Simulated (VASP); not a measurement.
# PbS (Pm-3m) in VASP: a series of runs

PbS is run at these levels: r2SCAN+D3(BJ); tasks: single point.

Program: VASP 6.6.1. These are calculated values, not measurements. Logs are shortened: lines on timing, memory, paths and dates and some standing lists are left out, and cuts for length are marked.

## 1. The cell of the first run

Symmetry: Pm-3m, No. 221, cubic system. The conventional cell has a = 3.460 Å, b = 3.460 Å, c = 3.460 Å, α = 90.00°, β = 90.00°, γ = 90.00°. Pb (site symmetry m-3m) has 8 S at 3.00 Å and 6 Pb at 3.46 Å within 3.9 Å. Within 3.9 Å of S (site symmetry m-3m) lie 8 Pb at 3.00 Å and 6 S at 3.46 Å.

## 2. Single point, r2SCAN+D3(BJ) (volume scaled by 0.880)

Input file POSCAR:

```
PbS
1.0
    3.4596102803      0.0000000000      0.0000000000
    0.0000000000      3.4596102803      0.0000000000
    0.0000000000      0.0000000000      3.4596102803
Pb S
1 1
Direct
    0.0000000000      0.0000000000      0.0000000000
    0.5000000000      0.5000000000      0.5000000000
```

Input file INCAR.step1:

```
ALGO = Normal ; EDIFF = 1E-5
ENCUT = 550 ; GGA = PE
GGA_COMPAT = F ; ISMEAR = 0
LASPH = T ; LCHARG = F
LREAL = F ; LWAVE = T
NBANDS = 17 ; NELM = 120
PREC = Accurate ; SIGMA = 0.05
```

Input file INCAR.step2:

```
ALGO = Normal ; EDIFF = 1E-6
ENCUT = 550 ; GGA_COMPAT = F
ISIF = 2 ; ISMEAR = 0
ISTART = 1 ; IVDW = 12
LASPH = T ; LCHARG = F
LMIXTAU = T ; LREAL = F
LWAVE = F ; METAGGA = R2SCAN
NBANDS = 17 ; NELM = 120
PREC = Accurate ; SIGMA = 0.05
VDW_A1 = 0.49484001 ; VDW_A2 = 5.73083694
VDW_S6 = 1.0 ; VDW_S8 = 0.78981345
```

Input file KPOINTS:

```
k-points
0
Gamma
  10 10 10
```

Potentials or basis: VASP PAW PBE potentials, release 64 (Pb_d, S).

On the command line:

```console
$ cat potpaw_PBE.64/Pb_d/POTCAR potpaw_PBE.64/S/POTCAR > POTCAR
$ cp INCAR.step1 INCAR
$ mpirun -np 1 vasp_std > vasp.out
$ cp INCAR.step2 INCAR
$ mpirun -np 1 vasp_std > vasp.out
```

OUTCAR:

```text
EDIFF = 1E-6
   ENCUT = 550
   ISIF = 2
   ISMEAR = 0
   ISTART = 1
   IVDW = 12
   LASPH = T
   LREAL = F
   METAGGA = R2SCAN
   NELM = 120
   PREC = Accurate
 IVDW          = 12

 ion  position               nearest neighbor table
   1  0.000  0.000  0.000-   2 3.00   2 3.00   2 3.00   2 3.00   2 3.00   2 3.00   2 3.00   2 3.00

   2  0.500  0.500  0.500-   1 3.00   1 3.00   1 3.00   1 3.00   1 3.00   1 3.00   1 3.00   1 3.00

  LATTYP: Found a simple cubic cell.
 ALAT       =     3.4596102803

  Lattice vectors:

 A1 = (   3.4596102803,   0.0000000000,   0.0000000000)
 A2 = (   0.0000000000,   3.4596102803,   0.0000000000)
 A3 = (   0.0000000000,   0.0000000000,   3.4596102803)

Analysis of symmetry for initial positions (statically):
=====================================================================
 Subroutine PRICEL returns:
 Original cell was already a primitive cell.

 Routine SETGRP: Setting up the symmetry group for a
 simple cubic supercell.

 Subroutine GETGRP returns: Found 48 space group operations
 (whereof 48 operations were pure point group operations)
 out of a pool of 48 trial point group operations.

The static configuration has the point symmetry O_h .

Analysis of symmetry for dynamics (positions and initial velocities):
=====================================================================
 Subroutine PRICEL returns:
 Original cell was already a primitive cell.

 Routine SETGRP: Setting up the symmetry group for a
 simple cubic supercell.

 Subroutine GETGRP returns: Found 48 space group operations
 (whereof 48 operations were pure point group operations)
 out of a pool of 48 trial point group operations.

The dynamic configuration has the point symmetry O_h .

 Subroutine INISYM returns: Found 48 space group operations
 (whereof 48 operations are pure point group operations),
 and found     1 'primitive' translations

----------------------------------------------------------------------------------------

                                     Primitive cell

  volume of cell :      41.4077

  direct lattice vectors                    reciprocal lattice vectors
     3.459610280  0.000000000  0.000000000     0.289049898  0.000000000  0.000000000
     0.000000000  3.459610280  0.000000000     0.000000000  0.289049898  0.000000000
     0.000000000  0.000000000  3.459610280     0.000000000  0.000000000  0.289049898

  length of vectors
     3.459610280  3.459610280  3.459610280     0.289049898  0.289049898  0.289049898

  position of ions in fractional coordinates (direct lattice)
     0.000000000  0.000000000  0.000000000
     0.500000000  0.500000000  0.500000000

  ion indices of the primitive-cell ions
   primitive index   ion index
                 1           1
                 2           2

----------------------------------------------------------------------------------------

 KPOINTS: k-points

Automatic generation of k-mesh.
 Grid dimensions read from file:
 generate k-points for:   10   10   10

 Generating k-lattice:

  Cartesian coordinates                     Fractional coordinates (reciprocal lattice)
     0.028904990  0.000000000  0.000000000     0.100000000  0.000000000  0.000000000
     0.000000000  0.028904990  0.000000000     0.000000000  0.100000000  0.000000000
     0.000000000  0.000000000  0.028904990     0.000000000  0.000000000  0.100000000

  Length of vectors
     0.028904990  0.028904990  0.028904990

  Shift w.r.t. Gamma in fractional coordinates (k-lattice)
     0.000000000  0.000000000  0.000000000

 Subroutine IBZKPT returns following result:
 ===========================================

 Found     56 irreducible k-points:

 Following reciprocal coordinates:
            Coordinates               Weight
  0.000000  0.000000  0.000000      1.000000
  0.100000  0.000000  0.000000      6.000000
  0.200000  0.000000  0.000000      6.000000
  0.300000  0.000000  0.000000      6.000000
  0.400000  0.000000  0.000000      6.000000
  0.500000  0.000000  0.000000      3.000000
[... 16 lines left out ...]
  0.200000  0.100000  0.100000     24.000000
  0.300000  0.100000  0.100000     24.000000
 [... further k-points ...]
   k-points           NKPTS =     56   k-points in BZ     NKDIM =     56   number of bands    NBANDS=     17
   number of dos      NEDOS =    301   number of ions     NIONS =      2
   total plane-waves  NPLWV =  21952
   dimension x,y,z NGX =    28 NGY =   28 NGZ =   28
   dimension x,y,z NGXF=    56 NGYF=   56 NGZF=   56
   ions per type =               1   1
   NGX,Y,Z   is equivalent  to a cutoff of  13.45, 13.45, 13.45 a.u.
   NGXF,Y,Z  is equivalent  to a cutoff of  26.91, 26.91, 26.91 a.u.
 SYSTEM =  unknown system
   PREC   = accura    normal or accurate (medium, high low for compatibility)
   ISTART =      1    job   : 0-new  1-cont  2-samecut
   ICHARG =      0    charge: 1-file 2-atom 10-const
   ISPIN  =      1    spin polarized calculation?
[... 101 lines left out ...]
      3      -9.3220      2.00000
      4      -9.3220      2.00000
      5      -9.2438      2.00000
      6      -6.0514      2.00000
[... 9 lines left out ...]
     16      19.9620      0.00000
     17      21.6564      0.00000

 k-point     5 :       0.4000    0.0000    0.0000
  band No.  band energies     occupation
      1      -9.5784      2.00000
      2      -9.3704      2.00000
      3      -9.3486      2.00000
      4      -9.3486      2.00000
      5      -9.2410      2.00000
      6      -5.5030      2.00000
[... 9 lines left out ...]
     16      21.4500      0.00000
     17      21.5822      0.00000

 k-point     6 :       0.5000    0.0000    0.0000
  band No.  band energies     occupation
      1      -9.5765      2.00000
      2      -9.3588      2.00000
      3      -9.3588      2.00000
      4      -9.3472      2.00000
      5      -9.2399      2.00000
      6      -5.2190      2.00000
[... 9 lines left out ...]
     16      21.5540      0.00000
     17      23.6351      0.00000

 k-point     7 :       0.1000    0.1000    0.0000
  band No.  band energies     occupation
      1      -9.5814      2.00000
      2      -9.5582      2.00000
      3      -9.2743      2.00000
      4      -9.2617      2.00000
      5      -9.2592      2.00000
      6      -6.7523      2.00000
[... 9 lines left out ...]
     16      20.9581      0.00000
     17      21.3407      0.00000

 k-point     8 :       0.2000    0.1000    0.0000
  band No.  band energies     occupation
      1      -9.5723      2.00000
      2      -9.4984      2.00000
      3      -9.3065      2.00000
      4      -9.2874      2.00000
      5      -9.2572      2.00000
      6      -6.4311      2.00000
[... 9 lines left out ...]
     16      20.6069      0.00000
     17      21.0255      0.00000
[... 203 lines left out ...]
      1      -9.5797      2.00000
      2      -9.4688      2.00000
      3      -9.3293      2.00000
      4      -9.3269      2.00000
      5      -9.2032      2.00000
      6      -4.2623      2.00000
[... 9 lines left out ...]
     16      19.7532      0.00000
     17      19.8849      0.00000

 k-point    20 :       0.5000    0.4000    0.0000
  band No.  band energies     occupation
      1      -9.6015      2.00000
      2      -9.4631      2.00000
      3      -9.3372      2.00000
      4      -9.3259      2.00000
      5      -9.1800      2.00000
      6      -4.0834      2.00000
[... 9 lines left out ...]
     16      19.0187      0.00000
     17      19.6291      0.00000

 k-point    21 :       0.5000    0.5000    0.0000
  band No.  band energies     occupation
      1      -9.6243      2.00000
      2      -9.4568      2.00000
      3      -9.3349      2.00000
      4      -9.3349      2.00000
      5      -9.1568      2.00000
      6      -3.9319      2.00000
[... 9 lines left out ...]
     16      18.2677      0.00000
     17      19.3408      0.00000

 k-point    22 :       0.1000    0.1000    0.1000
  band No.  band energies     occupation
      1      -9.5564      2.00000
      2      -9.5564      2.00000
      3      -9.2782      2.00000
      4      -9.2700      2.00000
      5      -9.2700      2.00000
      6      -6.6414      2.00000
[... 9 lines left out ...]
     16      21.2125      0.00000
     17      21.2125      0.00000

 k-point    23 :       0.2000    0.1000    0.1000
  band No.  band energies     occupation
      1      -9.5517      2.00000
      2      -9.4916      2.00000
      3      -9.3112      2.00000
      4      -9.2982      2.00000
      5      -9.2680      2.00000
      6      -6.3196      2.00000
[... 9 lines left out ...]
     16      20.4997      0.00000
     17      21.5952      0.00000

 k-point    24 :       0.3000    0.1000    0.1000
  band No.  band energies     occupation
      1      -9.5458      2.00000
      2      -9.4126      2.00000
      3      -9.3520      2.00000
      4      -9.3328      2.00000
      5      -9.2637      2.00000
      6      -5.8291      2.00000
[... 9 lines left out ...]
     16      20.2191      0.00000
     17      20.9670      0.00000

 [... further k-points ...]

------------------------ aborting loop because EDIFF is reached ----------------------------------------

 Edisp (eV)   -0.41528

 E8    (eV) :    -0.1471

  FORCE on cell =-STRESS in cart. coord.  units (eV):
  Direction    XX          YY          ZZ          XY          YZ          ZX
  --------------------------------------------------------------------------------------
  -------------------------------------------------------------------------------------
  Total       2.80390     2.80390     2.80390    -0.00000    -0.00000    -0.00000
  in kB     108.49051   108.49051   108.49051    -0.00000    -0.00000    -0.00000
  external pressure =      108.49 kB  Pullay stress =        0.00 kB

 VOLUME and BASIS-vectors are now :
 -----------------------------------------------------------------------------
  energy-cutoff  :      550.00
  volume of cell :       41.41
      direct lattice vectors                 reciprocal lattice vectors
     3.459610280  0.000000000  0.000000000     0.289049898  0.000000000  0.000000000
     0.000000000  3.459610280  0.000000000     0.000000000  0.289049898  0.000000000
     0.000000000  0.000000000  3.459610280     0.000000000  0.000000000  0.289049898

 POSITION                                       TOTAL-FORCE (eV/Angst)
 -----------------------------------------------------------------------------------
      0.00000      0.00000      0.00000         0.000000      0.000000      0.000000
      1.72981      1.72981      1.72981         0.000000      0.000000      0.000000
 -----------------------------------------------------------------------------------
    total drift:                                0.000000      0.000000      0.000000

  FREE ENERGIE OF THE ION-ELECTRON SYSTEM (eV)
  ---------------------------------------------------
  free  energy   TOTEN  =       -65.2648703368 eV

  energy  without entropy=      -65.2639630353  energy(sigma->0) =      -65.26441669
```

It took 2.7 min on 1 thread of AMD EPYC 9R45 (Zen 5), shared host; peak memory 0.16 GiB.

Results:

* Free energy: -65.2649 eV
* Pressure: 10.8 GPa
* Band gap on the k mesh: zero (band 10 reaches 8.41 eV, above the bottom of band 11 at 7.27 eV)
* Dispersion energy per atom: -0.208 eV

Caveat: the PAW data sets were made with another functional, which shifts forces and pressure a little; spin-orbit coupling is left out, which moves the levels of the heavy elements; pairwise dispersion overbinds metals, which lowers pressure and volume.

## 3. Single point, r2SCAN+D3(BJ) (volume scaled by 0.920)

Input file POSCAR:

```
PbS
1.0
    3.5112538684      0.0000000000      0.0000000000
    0.0000000000      3.5112538684      0.0000000000
    0.0000000000      0.0000000000      3.5112538684
Pb S
1 1
Direct
    0.0000000000      0.0000000000      0.0000000000
    0.5000000000      0.5000000000      0.5000000000
```

Input file INCAR.step1:

```
ALGO = Normal ; EDIFF = 1E-5
ENCUT = 550 ; GGA = PE
GGA_COMPAT = False ; ISMEAR = 0
LASPH = True ; LCHARG = False
LREAL = False ; LWAVE = True
NBANDS = 17 ; NELM = 120
PREC = Accurate ; SIGMA = 0.05
```

Input file INCAR.step2:

```
ALGO = Normal ; EDIFF = 1E-6
ENCUT = 550 ; GGA_COMPAT = False
ISIF = 2 ; ISMEAR = 0
ISTART = 1 ; IVDW = 12
LASPH = True ; LCHARG = False
LMIXTAU = True ; LREAL = False
LWAVE = False ; METAGGA = R2SCAN
NBANDS = 17 ; NELM = 120
PREC = Accurate ; SIGMA = 0.05
VDW_A1 = 0.49484001 ; VDW_A2 = 5.73083694
VDW_S6 = 1.0 ; VDW_S8 = 0.78981345
```

KPOINTS is that of step 2.

Potentials or basis: VASP PAW PBE potentials, release 64 (Pb_d, S).

On the command line:

```console
$ cat potpaw_PBE.64/Pb_d/POTCAR potpaw_PBE.64/S/POTCAR > POTCAR
$ cp INCAR.step1 INCAR
$ mpirun -np 1 vasp_std > vasp.out
$ cp INCAR.step2 INCAR
$ mpirun -np 1 vasp_std > vasp.out
```

Wall time 2.7 min (1 thread of AMD EPYC 9R45 (Zen 5), shared host); peak memory 0.16 GiB.

Results (log left out):

```
Free energy                : -65.3659 eV
Pressure                   : 6.5 GPa
Band gap on the k mesh     : zero (band 10 reaches 7.66 eV, above the bottom of band 11 at 6.83 eV)
Dispersion energy per atom : -0.198 eV
```

Levels at points of the mesh, in eV from the Fermi level:
```csv
k point,band 7,band 8,band 9,band 10,band 11,band 12,band 13,band 14
"(0.00, 0.00, 0.00)",-6.49,-2.07,-2.07,-2.07,5.81,5.81,7.87,7.87
"(0.50, 0.00, 0.00)",-9.84,-0.71,-0.71,0.19,0.82,4.38,4.38,6.88
"(0.50, 0.50, 0.00)",-7.49,-5.35,-5.35,-0.51,5.01,5.01,7.00,8.00
"(0.50, 0.50, 0.50)",-5.79,-2.96,-2.96,-2.96,-0.64,-0.64,-0.64,16.08
```

Caveat: the PAW data sets were made with another functional, which shifts forces and pressure a little; spin-orbit coupling is left out, which moves the levels of the heavy elements; pairwise dispersion overbinds metals, which lowers pressure and volume.

## 4. Single point, r2SCAN+D3(BJ) (volume scaled by 0.960)

Input file POSCAR:

```
PbS
1.0
    3.5614214159      0.0000000000      0.0000000000
    0.0000000000      3.5614214159      0.0000000000
    0.0000000000      0.0000000000      3.5614214159
Pb S
1 1
Direct
    0.0000000000      0.0000000000      0.0000000000
    0.5000000000      0.5000000000      0.5000000000
```

Input file INCAR.step1:

```
PREC     = Accurate       # precision mode
ENCUT    = 550            # plane-wave cutoff, eV
ISMEAR   = 0              # smearing method
SIGMA    = 0.05           # smearing width, eV
LREAL    = F              # projectors in reciprocal space
LASPH    = T              # aspherical terms in the spheres
NELM     = 120            # most SCF steps
NBANDS   = 17             # bands
GGA      = PE             # functional
ALGO     = Normal         # electronic algorithm
EDIFF    = 1E-5           # SCF threshold, eV
LWAVE    = T              # write WAVECAR
LCHARG   = F              # write CHGCAR
GGA_COMPAT= F
```

Input file INCAR.step2:

```
PREC     = Accurate       # precision mode
ENCUT    = 550            # plane-wave cutoff, eV
EDIFF    = 1E-6           # SCF threshold, eV
ISMEAR   = 0              # smearing method
SIGMA    = 0.05           # smearing width, eV
LREAL    = F              # projectors in reciprocal space
LASPH    = T              # aspherical terms in the spheres
NELM     = 120            # most SCF steps
ALGO     = Normal         # electronic algorithm
ISIF     = 2              # what is computed and relaxed
LWAVE    = F              # write WAVECAR
LCHARG   = T              # write CHGCAR
METAGGA  = R2SCAN         # meta-GGA
LMIXTAU  = T            
IVDW     = 12             # dispersion correction
VDW_S6   = 1.0          
VDW_S8   = 0.78981345   
VDW_A1   = 0.49484001   
VDW_A2   = 5.73083694   
LELF     = T              # ELF
LVHAR    = T            
NBANDS   = 17             # bands
ISTART   = 1            
GGA_COMPAT= F
```

Input file KPOINTS:

```
regular mesh
0
Gamma
  10 10 10
```

On the command line:

```console
$ cat potpaw_PBE.64/Pb_d/POTCAR potpaw_PBE.64/S/POTCAR > POTCAR
$ cp INCAR.step1 INCAR
$ mpirun -np 1 vasp_std > vasp.out
$ cp INCAR.step2 INCAR
$ mpirun -np 1 vasp_std > vasp.out
```

Run time: 2.8 min. Hardware: 1 thread of AMD EPYC 9R45 (Zen 5), shared host; peak memory 0.16 GiB.

It converged, with:

- Free energy: -65.4220 eV
- Pressure: 3.0 GPa
- Band gap on the k mesh: zero (band 10 reaches 6.99 eV, above the bottom of band 11 at 6.42 eV)
- Dispersion energy per atom: -0.190 eV

Levels at points of the mesh, in eV from the Fermi level:
```csv
k point,band 6,band 7,band 8,band 9,band 10,band 11,band 12,band 13,band 14,band 15
"(0.00, 0.00, 0.00)",-14.26,-6.62,-1.91,-1.91,-1.91,5.89,5.89,7.52,7.52,7.52
"(0.50, 0.00, 0.00)",-12.76,-9.60,-0.63,-0.63,0.08,0.77,4.33,4.33,7.04,10.25
"(0.50, 0.50, 0.00)",-11.76,-7.46,-5.03,-5.03,-0.43,4.85,4.85,6.72,7.95,10.11
"(0.50, 0.50, 0.50)",-11.52,-5.92,-2.77,-2.77,-2.77,-0.48,-0.48,-0.48,15.61,15.61
```

Caveat: the PAW data sets were made with another functional, which shifts forces and pressure a little; spin-orbit coupling is left out, which moves the levels of the heavy elements; pairwise dispersion overbinds metals, which lowers pressure and volume.

## 5. Summary

```tsv
cell	gap on the mesh (eV)	pressure (GPa)
a = 3.460 Å, 2 atoms	none	10.8
a = 3.511 Å, 2 atoms	none	6.5
a = 3.561 Å, 2 atoms	none	3.0
```

Alike in all rows: task single point; level r2SCAN+D3(BJ); potentials or basis VASP PAW PBE potentials, release 64 (Pb_d, S); no spin polarisation; k mesh 10 × 10 × 10; cutoff (eV) 550; smearing gaussian 0.05 eV.

Caveats: the PAW data sets were made with another functional, which shifts forces and pressure a little; spin-orbit coupling is left out, which moves the levels of the heavy elements; pairwise dispersion overbinds metals, which lowers pressure and volume.

Total energies depend on the potentials used, so only differences within one code and one set of settings carry meaning.
